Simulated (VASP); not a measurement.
Input of a VASP 6.6.1 run:

File INCAR:

```
SYSTEM = BaTiO3
  PREC = Accurate
  ENCUT = 520
  EDIFF = 1E-7
  ISMEAR = -1
  SIGMA = 0.03
  LREAL = .False.
  LASPH = .True.
  NELM = 80
  ALGO = Normal
  ISIF = 2
  LWAVE = .False.
  LCHARG = .True.
  GGA = PS
  LELF = .True.
  LVHAR = .True.
  NBANDS = 28
```

The input KPOINTS:

```
regular mesh
0
Gamma
  7 7 7
  0 0 0
```

The input POSCAR:

```
BaTiO3
1.0
    3.9998000000     -0.0599970000     -0.0599970000
   -0.0599970000      3.9998000000     -0.0599970000
   -0.0602700000     -0.0602700000      4.0180000000
Ba Ti O
1 1 3
Direct
    0.0000000000      0.0000000000      0.0000000000
    0.5000000000      0.5000000000      0.5000000000
    0.5000000000      0.5000000000      0.0000000000
    0.5000000000      0.0000000000      0.5000000000
    0.0000000000      0.5000000000      0.5000000000
```

Potentials or basis: VASP PAW PBE potentials, release 64 (Ba_sv, Ti_sv, O).

Command:

```sh
$ cat potpaw_PBE.64/Ba_sv/POTCAR potpaw_PBE.64/Ti_sv/POTCAR potpaw_PBE.64/O/POTCAR > POTCAR
$ mpirun -np 1 vasp_std > vasp.out
```

Question: Estimate the band gap on the k mesh.

Answer: 1.55 eV.

Question: Estimate the pressure.

Answer: -2.5 GPa.

Stress tensor (GPa, compression positive):
```
-2.24  3.76  3.74
 3.76 -2.24  3.74
 3.74  3.74 -3.08
```

Caveat: the cell differs from its parent crystal (equal xy, yz and zx shear strains of -3 %); the PAW data sets were made with another functional, which shifts forces and pressure a little; spin-orbit coupling is left out, which moves the levels of the heavy elements. A k mesh can miss the band edges.
